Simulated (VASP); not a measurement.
# MgO: single point with PBE

Crystal: MgO.

```xyz
2
Lattice="0.0000 2.1006 2.1006 2.1006 0.0000 2.1006 2.1006 2.1006 0.0000" Properties=species:S:1:pos:R:3 pbc="T T T"
Mg    0.0000    0.0000    0.0000
O     2.1006    2.1006    2.1006
```

```
Program                : VASP 6.6.1
Task                   : single point
Functional             : PBE
Potentials or basis    : VASP PAW PBE potentials, release 64 (Mg, O)
Cutoff                 : 600 eV
k mesh                 : 10 × 10 × 10
Occupations            : gaussian, width 0.01 eV
Spin                   : no spin polarisation
Dipole correction      : no
Further INCAR settings : ALGO = Normal; EDIFF = 1e-06; NBANDS = 11
```

```
Pressure               : 5.0 GPa
Band gap on the k mesh : 4.80 eV, direct
```

Levels at points of the mesh, in eV from the valence-band top:
| k point | band 2 | band 3 | band 4 | band 5 | band 6 | band 7 |
| --- | --- | --- | --- | --- | --- | --- |
| (0.00, 0.00, 0.00) | 0.00 | 0.00 | 0.00 | 4.80 | 15.85 | 15.85 |
| (0.50, 0.00, 0.00) | -4.65 | -0.66 | -0.66 | 7.95 | 12.69 | 16.39 |
| (0.50, 0.50, 0.00) | -4.12 | -1.36 | -1.36 | 9.13 | 10.06 | 13.18 |

It took 11 s on 1 thread of Intel(R) Xeon(R) Platinum 8488C (Sapphire Rapids) (shared host), peak memory 0.14 GiB.

A hybrid or GW would open this gap; PBE tends to underestimate it.
